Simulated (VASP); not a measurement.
# Mg in VASP: settings compared

Aim: see how the results for Mg move with the level of theory and the settings. Levels: PBE, RPBE+D4, PBEsol. Tasks: single point, relaxation of cell and atoms.

Program: VASP 6.6.1. These are calculated values, not measurements. Logs are shortened: lines on timing, memory, paths and dates and some standing lists are left out, and cuts for length are marked.

**1. The cell of the first run**

The structure is hexagonal, space group P6_3/mmc (No. 194). Conventional cell: a = 3.209 Å, b = 3.209 Å, c = 5.210 Å, α = 90.00°, β = 90.00°, γ = 120.00°. Mg (site symmetry -6m2) has 12 Mg at 3.20 to 3.21 Å within 4.2 Å.

**2. Single point, PBE**

INCAR

```
SYSTEM = Mg
ALGO = Normal ; EDIFF = 1E-7
ENCUT = 520 ; GGA = PE
ISIF = 2 ; ISMEAR = 0
LASPH = .TRUE. ; LCHARG = .FALSE.
LREAL = .FALSE. ; LWAVE = .FALSE.
NBANDS = 9 ; NELM = 80
PREC = Accurate ; SIGMA = 0.011
```

KPOINTS

```
k-points
0
G
  10 10 5
  0 0 0
```

POSCAR

```
Mg
1.0
    3.2093000000      0.0000000000      0.0000000000
   -1.6046500000      2.7793353284      0.0000000000
    0.0000000000      0.0000000000      5.2103000000
Mg
2
Direct
    0.6666666667      0.3333333333      0.7500000000
    0.3333333333      0.6666666667      0.2500000000
```

Potentials or basis: VASP PAW PBE potentials, release 64 (Mg).

The run is started by

```bash
$ cat potpaw_PBE.64/Mg/POTCAR > POTCAR
$ mpirun -np 1 vasp_std > vasp.out
```

OUTCAR:

```text
SYSTEM = Mg
   EDIFF = 1E-7
   ENCUT = 520
   GGA = PE
   ISIF = 2
   ISMEAR = 0
   LASPH = .TRUE.
   LREAL = .FALSE.
   NELM = 80
   PREC = Accurate

 ion  position               nearest neighbor table
   1  0.667  0.333  0.750-   2 3.20   2 3.20   2 3.20   2 3.20   2 3.20   2 3.20
   2  0.333  0.667  0.250-   1 3.20   1 3.20   1 3.20   1 3.20   1 3.20   1 3.20

  LATTYP: Found a hexagonal cell.
 ALAT       =     3.2093000000
 C/A-ratio  =     1.6235004518

  Lattice vectors:

 A1 = (   3.2093000000,   0.0000000000,   0.0000000000)
 A2 = (  -1.6046500000,   2.7793353284,   0.0000000000)
 A3 = (   0.0000000000,   0.0000000000,   5.2103000000)

Analysis of symmetry for initial positions (statically):
=====================================================================
 Subroutine PRICEL returns:
 Original cell was already a primitive cell.

 Routine SETGRP: Setting up the symmetry group for a
 hexagonal supercell.

 Subroutine GETGRP returns: Found 24 space group operations
 (whereof 12 operations were pure point group operations)
 out of a pool of 24 trial point group operations.

The static configuration has the point symmetry D_3d.
 The point group associated with its full space group is D_6h.

Analysis of symmetry for dynamics (positions and initial velocities):
=====================================================================
 Subroutine PRICEL returns:
 Original cell was already a primitive cell.

 Routine SETGRP: Setting up the symmetry group for a
 hexagonal supercell.

 Subroutine GETGRP returns: Found 24 space group operations
 (whereof 12 operations were pure point group operations)
 out of a pool of 24 trial point group operations.

The dynamic configuration has the point symmetry D_3d.
 The point group associated with its full space group is D_6h.

 Subroutine INISYM returns: Found 24 space group operations
 (whereof 12 operations are pure point group operations),
 and found     1 'primitive' translations

----------------------------------------------------------------------------------------

                                     Primitive cell

  volume of cell :      46.4744

  direct lattice vectors                    reciprocal lattice vectors
     3.209300000  0.000000000  0.000000000     0.311594429  0.179899127  0.000000000
    -1.604650000  2.779335328  0.000000000     0.000000000  0.359798255  0.000000000
     0.000000000  0.000000000  5.210300000     0.000000000  0.000000000  0.191927528

  length of vectors
     3.209300000  3.209300000  5.210300000     0.359798255  0.359798255  0.191927528

  position of ions in fractional coordinates (direct lattice)
     0.666666667  0.333333333  0.750000000
     0.333333333  0.666666667  0.250000000

  ion indices of the primitive-cell ions
   primitive index   ion index
                 1           1
                 2           2

----------------------------------------------------------------------------------------

 KPOINTS: k-points

Automatic generation of k-mesh.
 Grid dimensions read from file:
 generate k-points for:   10   10    5

 Generating k-lattice:

  Cartesian coordinates                     Fractional coordinates (reciprocal lattice)
     0.031159443  0.017989913  0.000000000     0.100000000 -0.000000000  0.000000000
     0.000000000  0.035979825  0.000000000     0.000000000  0.100000000  0.000000000
     0.000000000  0.000000000  0.038385506     0.000000000  0.000000000  0.200000000

  Length of vectors
     0.035979825  0.035979825  0.038385506

  Shift w.r.t. Gamma in fractional coordinates (k-lattice)
     0.000000000  0.000000000  0.000000000

 Subroutine IBZKPT returns following result:
 ===========================================

 Found     42 irreducible k-points:

 Following reciprocal coordinates:
            Coordinates               Weight
  0.000000  0.000000  0.000000      1.000000
  0.100000  0.000000  0.000000      6.000000
  0.200000  0.000000  0.000000      6.000000
  0.300000  0.000000  0.000000      6.000000
  0.400000  0.000000  0.000000      6.000000
  0.500000  0.000000  0.000000      3.000000
[... 16 lines left out ...]
  0.300000  0.100000  0.200000     24.000000
  0.400000  0.100000  0.200000     24.000000
 [... further k-points ...]
   k-points           NKPTS =     42   k-points in BZ     NKDIM =     42   number of bands    NBANDS=      9
   number of dos      NEDOS =    301   number of ions     NIONS =      2
   total plane-waves  NPLWV =  23040
   dimension x,y,z NGX =    24 NGY =   24 NGZ =   40
   dimension x,y,z NGXF=    48 NGYF=   48 NGZF=   80
   ions per type =               2
   NGX,Y,Z   is equivalent  to a cutoff of  12.43, 12.43, 12.76 a.u.
   NGXF,Y,Z  is equivalent  to a cutoff of  24.86, 24.86, 25.53 a.u.
 SYSTEM =  Mg
   PREC   = accura    normal or accurate (medium, high low for compatibility)
   ISTART =      0    job   : 0-new  1-cont  2-samecut
   ICHARG =      2    charge: 1-file 2-atom 10-const
   ISPIN  =      1    spin polarized calculation?
   LNONCOLLINEAR =      F non collinear calculations
   LSORBIT =      F    spin-orbit coupling
   LASPH  =      T    aspherical Exc in radial PAW
   ENCUT  =  520.0 eV  38.22 Ry    6.18 a.u.   5.97  5.97  9.69*2*pi/ulx,y,z
   NELM   =     80;   NELMIN=  2; NELMDL= -5     # of ELM steps
   EDIFF  = 0.1E-06   stopping-criterion for ELM
   LREAL  =      F    real-space projection
   EDIFFG = 0.1E-05   stopping-criterion for IOM
   NSW    =      0    number of steps for IOM
   IBRION =     -1    ionic relax: 0-MD 1-quasi-New 2-CG
   NFREE  =      0    steps in history (QN), initial steepest desc. (CG)
   ISIF   =      2    stress and relaxation
   ISYM   =      2    0-nonsym 1-usesym 2-fastsym
   POTIM  = 0.5000    time-step for ionic-motion
   TEBEG  =    0.0;   TEEND  =   0.0 temperature during run
   PSTRESS=    0.0 pullay stress
   NELECT =       4.0000    total number of electrons
   NUPDOWN=      -1.0000    fix difference up-down
   EMIN   =  10.00;   EMAX   =-10.00  energy-range for DOS
   EFERMI =   0.00;   METHOD = LEGACY
   ISMEAR =     0;   SIGMA  =   0.01  broadening in eV -4-tet -1-fermi 0-gaus
   EFERMI_NEDOS =   21; number of points for ismear=-14 and -15
   IALGO  =     38    algorithm
   IMIX   =      4    mixing-type and parameters
     AMIX     =   0.40;   BMIX     =  1.00
     AMIX_MAG =   1.60;   BMIX_MAG =  1.00
  volume/ion in A,a.u.               =      23.24       156.81
  Fermi-wavevector in a.u.,A,eV,Ry     =   0.722809  1.365911  7.108401  0.522453
  Thomas-Fermi vector in A             =   1.812866
   LORBIT       =      0    0 simple, 1 ext, 2 COOP (PROOUT), +10 PAW based schemes
   GGA     = PE    functional components
   LHFCALC =     F    Hartree Fock is set to
   AEXX    =    0.0000 exact exchange contribution
   IVDW    =     0    specifies the selected vdW correction
   LEPSILON=     F    determine dielectric tensor
   LRPA    =     F    only Hartree local field effects (RPA)
 non-spin polarized calculation
 Gauss-broadening in eV      SIGMA  =   0.01
  energy-cutoff  :      520.00
  volume of cell :       46.47
 maximum number of plane-waves:      1277
 NGX is ok and might be reduce to    24

 number of electron       4.0000000 magnetization

 Free energy of the ion-electron system (eV)
  ---------------------------------------------------
  ext. energy  EPLUGINS =         0.00000000
  ---------------------------------------------------
  free energy    TOTEN  =        -2.99893653 eV

  energy without entropy =       -2.99863448  energy(sigma->0) =       -2.99878551

 E-fermi :   2.5557     XC(G=0):  -8.4539

 val. band max:        2.5504898329   @ k =   0.4000   0.1000   0.4000
 cond. band min:       2.6092754654   @ k =   0.2000   0.1000   0.0000
 fundamental gap:      0.0587856325
 Fermi energy:         2.5556823786

 k-point     1 :       0.0000    0.0000    0.0000
  band No.  band energies     occupation
      1      -4.3093      2.00000
      2       0.9089      2.00000
      3       1.3256      2.00000
      4      13.4381      0.00000
      5      13.4381      0.00000
      6      13.5279      0.00000
      7      13.5279      0.00000
      8      14.3314      0.00000
      9      15.8832      0.00000

 k-point     2 :       0.1000    0.0000    0.0000
  band No.  band energies     occupation
      1      -4.1141      2.00000
      2       1.0876      2.00000
      3       1.5154      2.00000
      4      10.6586      0.00000
      5      12.0071      0.00000
      6      12.8095      0.00000
      7      15.1975      0.00000
      8      15.2140      0.00000
      9      15.3377      0.00000

 k-point     3 :       0.2000    0.0000    0.0000
  band No.  band energies     occupation
      1      -3.5309      2.00000
      2       1.6240      2.00000
      3       2.0738      2.00000
      4       7.7056      0.00000
      5      10.8578      0.00000
      6      11.3324      0.00000
      7      12.4093      0.00000
      8      13.5597      0.00000
      9      15.3958      0.00000

 k-point     4 :       0.3000    0.0000    0.0000
  band No.  band energies     occupation
      1      -2.5667      2.00000
      2       2.5190      2.00000
      3       2.9218      0.00000
      4       5.1007      0.00000
      5       9.6782      0.00000
      6       9.7319      0.00000
      7      10.0387      0.00000
      8      11.9136      0.00000
      9      14.4788      0.00000
[... 205 lines left out ...]
 k-point    22 :       0.2000    0.1000    0.2000
  band No.  band energies     occupation
      1      -2.7321      2.00000
      2       0.4904      2.00000
      3       4.6182      0.00000
      4       6.6848      0.00000
      5       8.3436      0.00000
      6       9.7967      0.00000
      7      11.4137      0.00000
      8      13.3632      0.00000
      9      13.6409      0.00000

 k-point    23 :       0.3000    0.1000    0.2000
  band No.  band energies     occupation
      1      -1.5859      2.00000
      2       1.5767      2.00000
      3       3.9866      0.00000
      4       5.8305      0.00000
      5       6.9167      0.00000
      6       8.0912      0.00000
      7      10.6219      0.00000
      8      11.4796      0.00000
      9      13.3408      0.00000

 k-point    24 :       0.4000    0.1000    0.2000
  band No.  band energies     occupation
      1      -0.0818      2.00000
      2       1.7185      2.00000
      3       3.1685      0.00000
      4       4.9000      0.00000
      5       6.8410      0.00000
      6       7.8182      0.00000
      7       9.3083      0.00000
      8      10.5780      0.00000
      9      13.0328      0.00000

 [... further k-points ...]

------------------------ aborting loop because EDIFF is reached ----------------------------------------

  FORCE on cell =-STRESS in cart. coord.  units (eV):
  Direction    XX          YY          ZZ          XY          YZ          ZX
  --------------------------------------------------------------------------------------
  -------------------------------------------------------------------------------------
  Total       -0.2453028     -0.2453028     -0.0165199      0.0000000     -0.0000000      0.0000000
  in kB       -8.4566652     -8.4566652     -0.5695121      0.0000000     -0.0000000      0.0000000
  external PRESSURE =      -5.8276142 kB  Pullay stress =       0.0000000 kB

 VOLUME and BASIS-vectors are now :
 -----------------------------------------------------------------------------
  energy-cutoff  :      520.00
  volume of cell :       46.47
      direct lattice vectors                 reciprocal lattice vectors
     3.209300000  0.000000000  0.000000000     0.311594429  0.179899127  0.000000000
    -1.604650000  2.779335328  0.000000000     0.000000000  0.359798255  0.000000000
     0.000000000  0.000000000  5.210300000     0.000000000  0.000000000  0.191927528

 POSITION                                       TOTAL-FORCE (eV/Angst)
 -----------------------------------------------------------------------------------
      1.60465      0.92645      3.90773        -0.000000      0.000000      0.000000
     -0.00000      1.85289      1.30258         0.000000     -0.000000      0.000000
 -----------------------------------------------------------------------------------
    total drift:                                0.000000     -0.000000      0.000000

  FREE ENERGIE OF THE ION-ELECTRON SYSTEM (eV)
  ---------------------------------------------------
  free  energy   TOTEN  =        -2.9989365330 eV

  energy  without entropy=       -2.9986344797  energy(sigma->0) =       -2.99878551
```

It took 15 s on 1 thread of AMD EPYC 7R43 (Zen 3), shared host; peak memory 0.13 GiB.

What came out:

```
Free energy            : -2.9989 eV
Pressure               : -0.6 GPa
Band gap on the k mesh : zero (band 2 reaches 3.24 eV, above the bottom of band 3 at 1.33 eV)
```

Stress tensor (GPa, compression positive):
```
-0.85  0.00  0.00
 0.00 -0.85  0.00
 0.00  0.00 -0.06
```

**3. Single point, RPBE+D4**

This run uses another cell than the first one, of the same volume but with other edges.

INCAR

```
PREC = Accurate
ENCUT = 520
EDIFF = 1E-7
ISMEAR = -1
SIGMA = 0.05
LREAL = False
LASPH = True
NELM = 60
ALGO = Normal
ISIF = 2
LWAVE = False
LCHARG = False
GGA = RP
IVDW = 13
NBANDS = 9
```

KPOINTS

```
Automatic mesh
0
Gamma
  10 10 5
```

POSCAR

```
Mg
1.0
    3.1782277096      0.0000000000      0.0000000000
   -1.5891138548      2.7524259355      0.0000000000
    0.0000000000      0.0000000000      5.3154991137
Mg
2
Direct
    0.6666666667      0.3333333333      0.7500000000
    0.3333333333      0.6666666667      0.2500000000
```

Potentials or basis: VASP PAW PBE potentials, release 64 (Mg).

The run is started by

```bash
$ cat potpaw_PBE.64/Mg/POTCAR > POTCAR
$ mpirun -np 1 vasp_std > vasp.out
```

Run time: 13 s. Hardware: 1 thread of AMD EPYC 7R43 (Zen 3), shared host; peak memory 0.13 GiB.

Results (log left out):

```
Free energy                : -3.3137 eV
Pressure                   : -0.1 GPa
Band gap on the k mesh     : zero (band 2 reaches 3.22 eV, above the bottom of band 3 at 1.19 eV)
Dispersion energy per atom : -0.317 eV
```

Levels at points of the mesh, in eV from the Fermi level:
| k point | band 1 | band 2 | band 3 | band 4 | band 5 |
| --- | --- | --- | --- | --- | --- |
| (0.00, 0.00, 0.00) | -6.93 | -1.88 | -1.53 | 11.14 | 11.14 |
| (0.50, 0.00, 0.00) | -2.11 | -2.05 | 2.56 | 2.88 | 3.02 |

Caveat: the PAW data sets were made with another functional, which shifts forces and pressure a little; pairwise dispersion overbinds metals, which lowers pressure and volume.

(Part 1 of 2 ends here.)
